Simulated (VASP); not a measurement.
A run of VASP 6.6.1 is set up as follows.

File INCAR:

```
PREC = Accurate ; ENCUT = 520
EDIFF = 1E-7 ; ISMEAR = -1
SIGMA = 0.05 ; LREAL = F
LASPH = T ; NELM = 60
ALGO = Normal ; ISIF = 2
LWAVE = F ; LCHARG = F
GGA = PE ; NBANDS = 12
```

Contents of KPOINTS:

```
regular mesh
0
Gamma
  18 18 18
```

POSCAR

```
Ag
1.0
    2.1441760104      0.0000000000      0.0000000000
    0.0000000000      2.1441760104      0.0000000000
    0.0000000000      0.0000000000      2.1441760104
Ag
1
Direct
    0.0000000000      0.0000000000      0.0000000000
```

Potentials or basis: VASP PAW PBE potentials, release 64 (Ag).

The run is started by

```bash
$ cat potpaw_PBE.64/Ag/POTCAR > POTCAR
$ mpirun -np 1 vasp_std > vasp.out
```

Question: Estimate the pressure.

Answer: 384.4 GPa.
